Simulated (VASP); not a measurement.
# Co3Si (P6_3/mmc) in VASP: a series of runs

Runs on Co3Si. Level: PBEsol. Tasks: single point.

Everything below comes from runs of VASP 6.6.1. Logs are shortened: lines on timing, memory, paths and dates and some standing lists are left out, and cuts for length are marked.

## (1) The cell of the first run

The structure is hexagonal, space group P6_3/mmc (No. 194). The conventional cell has a = 4.889 Å, b = 4.889 Å, c = 3.904 Å, α = 90.00°, β = 90.00°, γ = 120.00°. Co (site symmetry mm2) has 8 Co at 2.41 to 2.45 Å and 4 Si at 2.41 to 2.44 Å within 3.2 Å. Within 3.2 Å of Si (site symmetry -6m2) lie 12 Co at 2.41 to 2.44 Å.

## (2) Single point, PBEsol

The input, INCAR:

```
PREC = Accurate ; ENCUT = 520
EDIFF = 1E-7 ; ISMEAR = 0
SIGMA = 0.15 ; LREAL = F
LASPH = T ; NELM = 80
ALGO = Fast ; ISIF = 2
LWAVE = F ; LCHARG = F
GGA = PS ; NBANDS = 41
```

The input, KPOINTS:

```
Automatic mesh
0
Gamma
  12 12 10
```

The input, POSCAR:

```
Co3Si
1.0
    4.8891302239      0.0000000000      0.0000000000
   -2.4445651119      4.2341109763      0.0000000000
    0.0000000000      0.0000000000      3.9040737741
Co Si
6 2
Direct
    0.1664189026      0.3328378052      0.7500000000
    0.6671621948      0.8335810974      0.7500000000
    0.1664189026      0.8335810974      0.7500000000
    0.8335810974      0.6671621948      0.2500000000
    0.3328378052      0.1664189026      0.2500000000
    0.8335810974      0.1664189026      0.2500000000
    0.6666666667      0.3333333333      0.7500000000
    0.3333333333      0.6666666667      0.2500000000
```

Potentials or basis: VASP PAW PBE potentials, release 64 (Co, Si).

Launch:

```console
$ cat potpaw_PBE.64/Co/POTCAR potpaw_PBE.64/Si/POTCAR > POTCAR
$ mpirun -np 1 vasp_std > vasp.out
```

OUTCAR:

```text
PREC = Accurate
   ENCUT = 520
   EDIFF = 1E-7
   ISMEAR = 0
   LREAL = F
   LASPH = T
   NELM = 80
   ISIF = 2
   GGA = PS

 ion  position               nearest neighbor table
   1  0.166  0.333  0.750-   5 2.41   5 2.41   6 2.41   6 2.41   8 2.41   8 2.41   3 2.44   2 2.44
                             7 2.44   7 2.44   3 2.45   2 2.45
   2  0.667  0.834  0.750-   4 2.41   4 2.41   6 2.41   6 2.41   8 2.41   8 2.41   3 2.44   1 2.44
                             7 2.44   7 2.44   3 2.45   1 2.45
   3  0.166  0.834  0.750-   5 2.41   5 2.41   4 2.41   4 2.41   8 2.41   8 2.41   1 2.44   2 2.44
                             7 2.44   7 2.44   1 2.45   2 2.45
   4  0.834  0.667  0.250-   2 2.41   2 2.41   3 2.41   3 2.41   7 2.41   7 2.41   6 2.44   5 2.44
                             8 2.44   8 2.44   6 2.45   5 2.45
   5  0.333  0.166  0.250-   1 2.41   1 2.41   3 2.41   3 2.41   7 2.41   7 2.41   6 2.44   4 2.44
                             8 2.44   8 2.44   6 2.45   4 2.45
   6  0.834  0.166  0.250-   2 2.41   2 2.41   1 2.41   1 2.41   7 2.41   7 2.41   4 2.44   5 2.44
                             8 2.44   8 2.44   4 2.45   5 2.45
   7  0.667  0.333  0.750-   6 2.41   6 2.41   4 2.41   4 2.41   5 2.41   5 2.41   2 2.44   1 2.44
                             3 2.44   3 2.44   2 2.44   1 2.44
   8  0.333  0.667  0.250-   3 2.41   3 2.41   1 2.41   1 2.41   2 2.41   2 2.41   5 2.44   4 2.44
                             6 2.44   6 2.44   5 2.44   4 2.44

  LATTYP: Found a hexagonal cell.
 ALAT       =     4.8891302239
 C/A-ratio  =     0.7985211265

  Lattice vectors:

 A1 = (   4.8891302239,   0.0000000000,   0.0000000000)
 A2 = (  -2.4445651119,   4.2341109763,   0.0000000000)
 A3 = (   0.0000000000,   0.0000000000,   3.9040737741)

Analysis of symmetry for initial positions (statically):
=====================================================================
 Subroutine PRICEL returns:
 Original cell was already a primitive cell.

 Routine SETGRP: Setting up the symmetry group for a
 hexagonal supercell.

 Subroutine GETGRP returns: Found 24 space group operations
 (whereof 12 operations were pure point group operations)
 out of a pool of 24 trial point group operations.

The static configuration has the point symmetry D_3d.
 The point group associated with its full space group is D_6h.

Analysis of symmetry for dynamics (positions and initial velocities):
=====================================================================
 Subroutine PRICEL returns:
 Original cell was already a primitive cell.

 Routine SETGRP: Setting up the symmetry group for a
 hexagonal supercell.

 Subroutine GETGRP returns: Found 24 space group operations
 (whereof 12 operations were pure point group operations)
 out of a pool of 24 trial point group operations.

The dynamic configuration has the point symmetry D_3d.
 The point group associated with its full space group is D_6h.

 Subroutine INISYM returns: Found 24 space group operations
 (whereof 12 operations are pure point group operations),
 and found     1 'primitive' translations

----------------------------------------------------------------------------------------

                                     Primitive cell

  volume of cell :      80.8187

  direct lattice vectors                    reciprocal lattice vectors
     4.889130224  0.000000000  0.000000000     0.204535358  0.118088544  0.000000000
    -2.444565112  4.234110976  0.000000000     0.000000000  0.236177088  0.000000000
     0.000000000  0.000000000  3.904073774     0.000000000  0.000000000  0.256142701

  length of vectors
     4.889130224  4.889130224  3.904073774     0.236177088  0.236177088  0.256142701

  position of ions in fractional coordinates (direct lattice)
     0.166418903  0.332837805  0.750000000
     0.667162195  0.833581097  0.750000000
     0.166418903  0.833581097  0.750000000
     0.833581097  0.667162195  0.250000000
     0.332837805  0.166418903  0.250000000
     0.833581097  0.166418903  0.250000000
     0.666666667  0.333333333  0.750000000
     0.333333333  0.666666667  0.250000000

  ion indices of the primitive-cell ions
   primitive index   ion index
                 1           1
                 2           2
                 3           3
                 4           4
                 5           5
                 6           6
                 7           7
                 8           8

----------------------------------------------------------------------------------------

 KPOINTS: Automatic mesh

Automatic generation of k-mesh.
 Grid dimensions read from file:
 generate k-points for:   12   12   10

 Generating k-lattice:

  Cartesian coordinates                     Fractional coordinates (reciprocal lattice)
     0.017044613  0.009840712  0.000000000     0.083333333  0.000000000  0.000000000
     0.000000000  0.019681424  0.000000000     0.000000000  0.083333333  0.000000000
     0.000000000  0.000000000  0.025614270     0.000000000  0.000000000  0.100000000

  Length of vectors
     0.019681424  0.019681424  0.025614270

  Shift w.r.t. Gamma in fractional coordinates (k-lattice)
     0.000000000  0.000000000  0.000000000

 Subroutine IBZKPT returns following result:
 ===========================================

 Found    114 irreducible k-points:

 Following reciprocal coordinates:
            Coordinates               Weight
  0.000000  0.000000  0.000000      1.000000
  0.083333  0.000000  0.000000      6.000000
  0.166667 -0.000000  0.000000      6.000000
  0.250000  0.000000  0.000000      6.000000
  0.333333  0.000000  0.000000      6.000000
  0.416667  0.000000  0.000000      6.000000
[... 16 lines left out ...]
  0.250000  0.000000  0.100000     12.000000
  0.333333  0.000000  0.100000     12.000000
 [... further k-points ...]
   k-points           NKPTS =    114   k-points in BZ     NKDIM =    114   number of bands    NBANDS=     41
   number of dos      NEDOS =    301   number of ions     NIONS =      8
   total plane-waves  NPLWV =  38880
   dimension x,y,z NGX =    36 NGY =   36 NGZ =   30
   dimension x,y,z NGXF=    72 NGYF=   72 NGZF=   60
   ions per type =               6   2
   NGX,Y,Z   is equivalent  to a cutoff of  12.24, 12.24, 12.77 a.u.
   NGXF,Y,Z  is equivalent  to a cutoff of  24.48, 24.48, 25.55 a.u.
 SYSTEM =  unknown system
   PREC   = accura    normal or accurate (medium, high low for compatibility)
   ISTART =      0    job   : 0-new  1-cont  2-samecut
   ICHARG =      2    charge: 1-file 2-atom 10-const
   ISPIN  =      1    spin polarized calculation?
   LNONCOLLINEAR =      F non collinear calculations
   LSORBIT =      F    spin-orbit coupling
   LASPH  =      T    aspherical Exc in radial PAW
   ENCUT  =  520.0 eV  38.22 Ry    6.18 a.u.   9.09  9.09  7.26*2*pi/ulx,y,z
   NELM   =     80;   NELMIN=  2; NELMDL= -5     # of ELM steps
   EDIFF  = 0.1E-06   stopping-criterion for ELM
   LREAL  =      F    real-space projection
   EDIFFG = 0.1E-05   stopping-criterion for IOM
   NSW    =      0    number of steps for IOM
   IBRION =     -1    ionic relax: 0-MD 1-quasi-New 2-CG
   NFREE  =      0    steps in history (QN), initial steepest desc. (CG)
   ISIF   =      2    stress and relaxation
   ISYM   =      2    0-nonsym 1-usesym 2-fastsym
   POTIM  = 0.5000    time-step for ionic-motion
   TEBEG  =    0.0;   TEEND  =   0.0 temperature during run
   PSTRESS=    0.0 pullay stress
   NELECT =      62.0000    total number of electrons
   NUPDOWN=      -1.0000    fix difference up-down
   EMIN   =  10.00;   EMAX   =-10.00  energy-range for DOS
   EFERMI =   0.00;   METHOD = LEGACY
   ISMEAR =     0;   SIGMA  =   0.15  broadening in eV -4-tet -1-fermi 0-gaus
   EFERMI_NEDOS =   21; number of points for ismear=-14 and -15
   IALGO  =     68    algorithm
   IMIX   =      4    mixing-type and parameters
     AMIX     =   0.40;   BMIX     =  1.00
     AMIX_MAG =   1.60;   BMIX_MAG =  1.00
  volume/ion in A,a.u.               =      10.10        68.17
  Fermi-wavevector in a.u.,A,eV,Ry     =   1.498654  2.832046 30.558202  2.245964
  Thomas-Fermi vector in A             =   2.610385
   LORBIT       =      0    0 simple, 1 ext, 2 COOP (PROOUT), +10 PAW based schemes
   GGA     = PS    functional components
   LHFCALC =     F    Hartree Fock is set to
   AEXX    =    0.0000 exact exchange contribution
   IVDW    =     0    specifies the selected vdW correction
   LEPSILON=     F    determine dielectric tensor
   LRPA    =     F    only Hartree local field effects (RPA)
 non-spin polarized calculation
 RMM-DIIS sequential band-by-band and
 Gauss-broadening in eV      SIGMA  =   0.15
  energy-cutoff  :      520.00
  volume of cell :       80.82
 maximum number of plane-waves:      2202
   NGX = 19   NGY = 19   NGZ = 15

 number of electron      61.9999958 magnetization

 Free energy of the ion-electron system (eV)
  ---------------------------------------------------
  ext. energy  EPLUGINS =         0.00000000
  ---------------------------------------------------
  free energy    TOTEN  =       -60.84122702 eV

  energy without entropy =      -60.74184349  energy(sigma->0) =      -60.79153526

 E-fermi :  11.9960     XC(G=0): -13.6933

 val. band max:       11.9947904715   @ k =   0.2500   0.1667   0.4000
 cond. band min:      11.9964732081   @ k =   0.3333   0.0833   0.4000
 fundamental gap:      0.0016827366
 Fermi energy:        11.9959714315

 k-point     1 :       0.0000    0.0000    0.0000
  band No.  band energies     occupation
      1      -0.2156      2.00000
      2       3.6891      2.00000
      3       6.9754      2.00000
      4       7.1421      2.00000
      5       7.1421      2.00000
      6       7.2018      2.00000
[... 33 lines left out ...]
     40      16.9608      0.00000
     41      19.0487      0.00000

 k-point     2 :       0.0833    0.0000    0.0000
  band No.  band energies     occupation
      1      -0.1600      2.00000
      2       3.6580      2.00000
      3       6.6789      2.00000
      4       6.7644      2.00000
      5       6.9951      2.00000
      6       7.3728      2.00000
[... 962 lines left out ...]
      1       0.7164      2.00000
      2       2.9344      2.00000
      3       5.5591      2.00000
      4       5.9338      2.00000
      5       7.0232      2.00000
      6       7.4211      2.00000
[... 33 lines left out ...]
     40      16.9909      0.00000
     41      17.7728      0.00000

 [... further k-points ...]

------------------------ aborting loop because EDIFF is reached ----------------------------------------

  FORCE on cell =-STRESS in cart. coord.  units (eV):
  Direction    XX          YY          ZZ          XY          YZ          ZX
  --------------------------------------------------------------------------------------
  -------------------------------------------------------------------------------------
  Total       -0.1164197     -0.1164197     -0.1631098     -0.0000000     -0.0000000      0.0000000
  in kB       -2.3079443     -2.3079443     -3.2335441     -0.0000000     -0.0000000      0.0000000
  external PRESSURE =      -2.6164776 kB  Pullay stress =       0.0000000 kB

 VOLUME and BASIS-vectors are now :
 -----------------------------------------------------------------------------
  energy-cutoff  :      520.00
  volume of cell :       80.82
      direct lattice vectors                 reciprocal lattice vectors
     4.889130224  0.000000000  0.000000000     0.204535358  0.118088544  0.000000000
    -2.444565112  4.234110976  0.000000000     0.000000000  0.236177088  0.000000000
     0.000000000  0.000000000  3.904073774     0.000000000  0.000000000  0.256142701

 POSITION                                       TOTAL-FORCE (eV/Angst)
 -----------------------------------------------------------------------------------
      0.00000      1.40927      2.92806        -0.000000     -0.016075      0.000000
      1.22410      3.52947      2.92806         0.013921      0.008038      0.000000
     -1.22410      3.52947      2.92806        -0.013921      0.008038      0.000000
      2.44457      2.82484      0.97602         0.000000      0.016075     -0.000000
      1.22047      0.70464      0.97602        -0.013921     -0.008038      0.000000
      3.66866      0.70464      0.97602         0.013921     -0.008038     -0.000000
      2.44457      1.41137      2.92806         0.000000     -0.000000      0.000000
     -0.00000      2.82274      0.97602         0.000000      0.000000      0.000000
 -----------------------------------------------------------------------------------
    total drift:                               -0.000000      0.000000     -0.000000

  FREE ENERGIE OF THE ION-ELECTRON SYSTEM (eV)
  ---------------------------------------------------
  free  energy   TOTEN  =       -60.8412270179 eV

  energy  without entropy=      -60.7418434928  energy(sigma->0) =      -60.79153526
```

It took 7 min on 1 thread of Intel Xeon Platinum 8259CL at 2.50GHz (Skylake/Cascade Lake), shared host; peak memory 0.39 GiB.

Results:

* Free energy: -60.8412 eV
* Pressure: -0.3 GPa
* Largest force: 0.016 eV/Å
* Band gap on the k mesh: zero (band 31 reaches 12.41 eV, above the bottom of band 32 at 11.83 eV)

Forces in eV/Å, atoms in the order of the input:
```
Co   0.000 -0.016  0.000
Co   0.014  0.008  0.000
Co  -0.014  0.008  0.000
Co   0.000  0.016  0.000
Co  -0.014 -0.008  0.000
Co   0.014 -0.008  0.000
Si   0.000  0.000  0.000
Si   0.000  0.000  0.000
```

Stress tensor (GPa, compression positive):
```
-0.23  0.00  0.00
 0.00 -0.23  0.00
 0.00  0.00 -0.32
```

Levels at points of the mesh, in eV from the Fermi level:
```
           k point  band 28  band 29  band 30  band 31  band 32  band 33  band 34  band 35
(0.00, 0.00, 0.00)    -0.41    -0.41    -0.28     0.41     0.58     0.61     0.80     1.15
(0.50, 0.00, 0.00)    -0.65    -0.44    -0.35    -0.35     0.38     0.43     1.21     2.24
(0.00, 0.00, 0.50)    -0.31    -0.31    -0.31     0.01     0.01     0.53     0.53     0.60
(0.50, 0.00, 0.50)    -0.77    -0.29    -0.29     0.01     0.01     0.26     0.26     0.94
```

Caveat: the PAW data sets were made with another functional, which shifts forces and pressure a little. Spin polarisation is off, so any magnetic state and its effect on volume and gap are missing.

## (3) Single point, PBEsol, collinear spin, ferromagnetic start

This run uses another cell than the first one, of 10.65 Å³/atom, 1.054 times its volume.

The input, INCAR:

```
ALGO = Fast
EDIFF = 1E-7
ENCUT = 520
GGA = PS
ISIF = 2
ISMEAR = 0
ISPIN = 2
LASPH = True
LCHARG = True
LELF = True
LMAXMIX = 4
LORBIT = 11
LREAL = False
LVHAR = True
LWAVE = False
MAGMOM = 3 3 3 3 3 3 0 0
NBANDS = 45
NELM = 150
PREC = Accurate
SIGMA = 0.1
```

The input, KPOINTS:

```
k-points
0
Gamma
  6 6 4
```

The input, POSCAR:

```
Co3Si
1.0
    4.9764702420      0.0000000000      0.0000000000
   -2.4882351210      4.3097496507      0.0000000000
    0.0000000000      0.0000000000      3.9727940000
Co Si
6 2
Direct
    0.1674720000      0.3349440000      0.7500000000
    0.6650560000      0.8325280000      0.7500000000
    0.1674720000      0.8325280000      0.7500000000
    0.8325280000      0.6650560000      0.2500000000
    0.3349440000      0.1674720000      0.2500000000
    0.8325280000      0.1674720000      0.2500000000
    0.6666666700      0.3333333300      0.7500000000
    0.3333333300      0.6666666700      0.2500000000
```

Potentials or basis: VASP PAW PBE potentials, release 64 (Co, Si).

Launch:

```console
$ cat potpaw_PBE.64/Co/POTCAR potpaw_PBE.64/Si/POTCAR > POTCAR
$ mpirun -np 1 vasp_std > vasp.out
```

Wall time 3.1 min (1 thread of Intel Xeon Platinum 8375C at 2.90GHz (Ice Lake), shared host); peak memory 0.31 GiB.

Results (log left out):

* Free energy: -60.5586 eV
* Pressure: -8.1 GPa
* Largest force: 0.064 eV/Å
* Net moment: 5.71 μB per cell
* Site moments: Co +0.99; Si -0.05 μB
* Valence electrons inside the program's atomic spheres: Co 8.43; Si 1.59

Forces in eV/Å, atoms in the order of the input:
```
Co   0.000  0.064  0.000
Co  -0.055 -0.032  0.000
Co   0.055 -0.032  0.000
Co   0.000 -0.064  0.000
Co   0.055  0.032  0.000
Co  -0.055  0.032  0.000
Si   0.000  0.000  0.000
Si   0.000  0.000  0.000
```

Stress tensor (GPa, compression positive):
```
-8.20  0.00  0.00
 0.00 -8.20  0.00
 0.00  0.00 -8.04
```

Levels at points of the mesh, in eV from the Fermi level:
Spin up:
```tsv
k point	band 30	band 31	band 32	band 33	band 34	band 35	band 36	band 37	band 38	band 39
(0.00, 0.00, 0.00)	-0.67	-0.22	-0.13	-0.05	0.28	0.49	0.49	1.46	1.46	3.16
(0.50, 0.00, 0.00)	-0.90	-0.84	-0.26	-0.25	0.58	1.85	2.25	2.81	3.15	3.63
(0.00, 0.00, 0.50)	-0.90	-0.33	-0.33	-0.11	-0.11	-0.04	-0.04	-0.04	-0.04	3.60
(0.50, 0.00, 0.50)	-0.88	-0.58	-0.58	-0.40	-0.40	0.40	0.40	0.97	0.97	6.31
```
Spin down:
```tsv
k point	band 25	band 26	band 27	band 28	band 29	band 30	band 31	band 32
(0.00, 0.00, 0.00)	-0.32	-0.06	0.02	0.02	0.03	0.03	0.89	0.96
(0.50, 0.00, 0.00)	-0.33	-0.28	-0.21	-0.18	-0.02	0.02	0.13	0.85
(0.00, 0.00, 0.50)	-0.42	-0.42	0.10	0.10	0.10	0.10	0.15	0.15
(0.50, 0.00, 0.50)	-0.55	-0.55	-0.39	-0.39	0.13	0.13	0.39	0.39
```

Caveat: the k points lie up to 0.40 Å⁻¹ apart; the PAW data sets were made with another functional, which shifts forces and pressure a little.
